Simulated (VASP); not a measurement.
Wanted: the native input for a VASP 6.6.1 run.

```
Task                   : single point
Functional             : LDA
Potentials or basis    : VASP PAW LDA potentials, release 64 (Mg, I)
Cutoff                 : 520 eV
k mesh                 : 9 × 9 × 4
Occupations            : gaussian, width 0.05 eV
Spin                   : no spin polarisation
Dipole correction      : no
Further INCAR settings : ALGO = Normal; EDIFF = 1e-06; NBANDS = 15
```

The structure of MgI2 lies in POSCAR:

```
MgI2
1.0
    3.9087814674      0.0000000000      0.0000000000
   -1.9543907337      3.3851040486      0.0000000000
    0.0000000000      0.0000000000      7.7488670762
Mg I
1 2
Direct
    0.0000000000      0.0000000000      0.0000000000
    0.3333333333      0.6666666667      0.7576300000
    0.6666666667      0.3333333333      0.2423700000
```

This cell differs from its parent crystal: ratio of the length along z to the lengths across it x 1.2, volume and fractional coordinates fixed.

These files were run (other wordings do the same):

INCAR

```
  ALGO = Normal
  EDIFF = 1E-6
  ENCUT = 520
  GGA = CA
  ISIF = 2
  ISMEAR = 0
  LASPH = T
  LCHARG = F
  LREAL = F
  LWAVE = F
  NBANDS = 15
  NELM = 60
  PREC = Accurate
  SIGMA = 0.05
```

KPOINTS

```
k-points
0
Gamma
  9 9 4
```

Potentials or basis: VASP PAW LDA potentials, release 64 (Mg, I).

Launch:

```sh
$ cat potpaw_LDA.64/Mg/POTCAR potpaw_LDA.64/I/POTCAR > POTCAR
$ mpirun -np 1 vasp_std > vasp.out
```

It gave:

| Quantity | Value |
| --- | --- |
| Pressure | -1.1 GPa |
| Largest force | 0.739 eV/Å |
| Band gap on the k mesh | 2.80 eV, indirect (least direct gap 2.87 eV) |

Caveat: spin-orbit coupling is left out, which moves the levels of the heavy elements.

It took 23 s on 1 thread of Intel(R) Xeon(R) 6975P-C (Granite Rapids), on a shared host, peak memory 0.22 GiB.
